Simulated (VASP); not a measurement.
Set up this calculation in VASP 6.6.1, as the native input.

```
Task                   : single point
Functional             : PBE
Potentials or basis    : VASP PAW PBE potentials, release 64 (Mg, O)
Cutoff                 : 520 eV
k mesh                 : 6 × 6 × 2
Occupations            : gaussian, width 0.01 eV
Spin                   : no spin polarisation
Dipole correction      : no
Further INCAR settings : ALGO = Normal; EDIFF = 1e-07; NBANDS = 16
```

The structure of MgO lies in POSCAR:

```
MgO
1.0
    2.8735024137      0.0000000000      0.0000000000
   -1.4367512069      2.4885260881      0.0000000000
    0.0000000000      0.0000000000      5.0057781657
Mg O
2 2
Direct
    0.0000000000      0.0000000000      0.0000000000
    0.0000000000      0.0000000000      0.5000000000
    0.3333333333      0.6666666667      0.2500000000
    0.6666666667      0.3333333333      0.7500000000
```

This cell differs from its parent crystal: volume changed by -5%.

The input as run:

INCAR

```
PREC     = Accurate       # precision mode
ENCUT    = 520            # plane-wave cutoff, eV
EDIFF    = 1E-7           # SCF threshold, eV
ISMEAR   = 0              # smearing method
SIGMA    = 0.01           # smearing width, eV
LREAL    = F              # projectors in reciprocal space
LASPH    = T              # aspherical terms in the spheres
NELM     = 60             # most SCF steps
ALGO     = Normal         # electronic algorithm
ISIF     = 2              # what is computed and relaxed
LWAVE    = F              # write WAVECAR
LCHARG   = F              # write CHGCAR
GGA      = PE             # functional
NBANDS   = 16             # bands
```

KPOINTS

```
regular mesh
0
Gamma
  6 6 2
```

Potentials or basis: VASP PAW PBE potentials, release 64 (Mg, O).

Command:

```console
$ cat potpaw_PBE.64/Mg/POTCAR potpaw_PBE.64/O/POTCAR > POTCAR
$ mpirun -np 1 vasp_std > vasp.out
```

It gave:

```
Pressure               : 14.5 GPa
Band gap on the k mesh : 4.96 eV, direct
```

Caveat: the k points lie up to 0.63 Å⁻¹ apart.

It took 11 s on 1 thread of AMD EPYC 7R43 64-Core Processor (Zen 3), on a shared host, peak memory 0.12 GiB.
